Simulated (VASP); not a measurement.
Input of a VASP 6.6.1 run:

Contents of POSCAR:

```
SrO
1.0
    0.0000000000      2.5663000000      2.5663000000
    2.5663000000      0.0000000000      2.5663000000
    2.5663000000      2.5663000000      0.0000000000
Sr O
1 1
Direct
    0.5000000000      0.5000000000      0.5000000000
    0.0000000000      0.0000000000      0.0000000000
```

INCAR.step1

```
SYSTEM = SrO
ALGO = Normal
EDIFF = 1E-4
ENCUT = 600
GGA = PE
ISMEAR = -1
LASPH = .True.
LCHARG = .False.
LREAL = .False.
LWAVE = .True.
NELM = 80
PREC = Accurate
SIGMA = 0.1
```

The input INCAR.step2:

```
SYSTEM = SrO
ALGO = Normal
EDIFF = 1E-6
EDIFFG = -0.002
ENCUT = 600
IBRION = 2
ISIF = 3
ISMEAR = -1
ISTART = 1
LASPH = .True.
LCHARG = .False.
LMIXTAU = .True.
LREAL = .False.
LWAVE = .False.
METAGGA = R2SCAN
NELM = 80
NSW = 100
PREC = Accurate
SIGMA = 0.1
```

Contents of KPOINTS:

```
k-points
0
Gamma
  14 14 14
  0 0 0
```

Potentials or basis: VASP PAW PBE potentials, release 64 (Sr_sv, O).

Command:

```sh
$ cat potpaw_PBE.64/Sr_sv/POTCAR potpaw_PBE.64/O/POTCAR > POTCAR
$ cp INCAR.step1 INCAR
$ mpirun -np 1 vasp_std > vasp.out
$ cp INCAR.step2 INCAR
$ mpirun -np 1 vasp_std > vasp.out
```

Problem. What does it give for the band gap on the k mesh?

Solution. 3.75 eV, indirect (least direct gap 3.85 eV).

Problem. Predict the space group after relaxing (to 0.05 Å).

Solution. Fm-3m (No. 225).

Problem. What does it give for the relaxed cell?

Solution. a = 3.654 Å, b = 3.654 Å, c = 3.654 Å, α = 60.00°, β = 60.00°, γ = 60.00°.

Problem. What does it give for the relaxed volume?

Solution. 17.25 Å³/atom.

Final structure:
```
Sr O
1.0
     0.00000    2.58396    2.58396
     2.58396    0.00000    2.58396
     2.58396    2.58396    0.00000
Sr O
1 1
Direct
  0.50000 0.50000 0.50000
  0.00000 0.00000 0.00000
```

Caveat: the PAW data sets were made with another functional, which shifts forces and pressure a little. A k mesh can miss the band edges.
